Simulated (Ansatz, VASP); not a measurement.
# Ge4H: VASP beside Ansatz

```
CELL_PARAMETERS angstrom
4.03036 0.00000 0.00000
0.00000 4.03036 0.00000
0.00000 0.00000 21.64166
ATOMIC_POSITIONS crystal
Ge 0.00000 0.50000 0.18483
Ge 0.00000 0.00000 0.25067
Ge 0.50000 0.00000 0.31966
Ge 0.50000 0.50000 0.38544
H 0.75000 0.62500 0.50096
```

Alike in both runs: task single point; functional PBE; dispersion D3(BJ); k mesh 7 × 7 × 1; occupations gaussian, width 0.1 eV; no spin polarisation.

|  | VASP | Ansatz |
| --- | --- | --- |
| version | VASP 6.6.1 | Ansatz 0.2.0 |
| potentials or method | VASP PAW PBE potentials, release 64 (Ge_d, H), cutoff 520 eV | scalar-relativistic, plane waves, PAW |
| valence electrons in the cell | 57 | 57 |

|  | VASP | Ansatz | Ansatz less VASP |
| --- | --- | --- | --- |
| gap on the k mesh at the Fermi level (eV) | none | none | - |
| rms of the force components (eV/Å) | 0.544 | 0.543 | -0.0002 |
| work function, face that differs most (eV) | 4.96 | 4.96 | -0.002 |

Atom by atom the forces differ by 0.002 eV/Å (rms over components). A gap of «none» marks a metal or a gap that the smearing closes.
